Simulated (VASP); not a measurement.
The system is AlV2C.

```
V Al C
1.0
     2.88760    0.00000    0.00000
    -1.44380    2.50073    0.00000
     0.00000    0.00000   13.10482
V Al C
4 2 2
Cartesian
  0.0000 1.6672 11.9728
  1.4438 0.8336 1.1320
  1.4438 0.8336 5.4204
  0.0000 1.6672 7.6845
  1.4438 0.8336 9.8286
  0.0000 1.6672 3.2762
  0.0000 0.0000 6.5524
  0.0000 0.0000 0.0000
```

Base run:

- Program: VASP 6.6.1
- Functional: PBEsol
- Potentials or basis: VASP PAW PBE potentials, release 64 (V_sv, Al, C)
- Cutoff: 520 eV
- k mesh: 11 × 11 × 2
- Occupations: fermi-dirac, width 0.05 eV
- Spin: collinear spin, ferromagnetic start
- Starting moments: [3.5, 3.5, 3.5, 3.5, 0.0, 0.0, 0.0, 0.0] μB

Its results: band gap on the k mesh zero (filled and empty bands overlap); pressure -3.5 GPa; net moment 0.00 μB per cell; largest force 0.445 eV/Å.

Problem. The run is repeated on the same cell with these changes: functional from PBEsol to r2SCAN; moments at the start from [3.5, 3.5, 3.5, 3.5, 0.0, 0.0, 0.0, 0.0] to [2.0, 2.0, 2.0, 2.0, 0.0, 0.0, 0.0, 0.0]. What comes out?

Solution. Band gap on the k mesh zero (filled and empty bands overlap); pressure -0.4 GPa; net moment 0.00 μB per cell; largest force 0.124 eV/Å.

Caveats: the PAW data sets were made with another functional, which shifts forces and pressure a little.
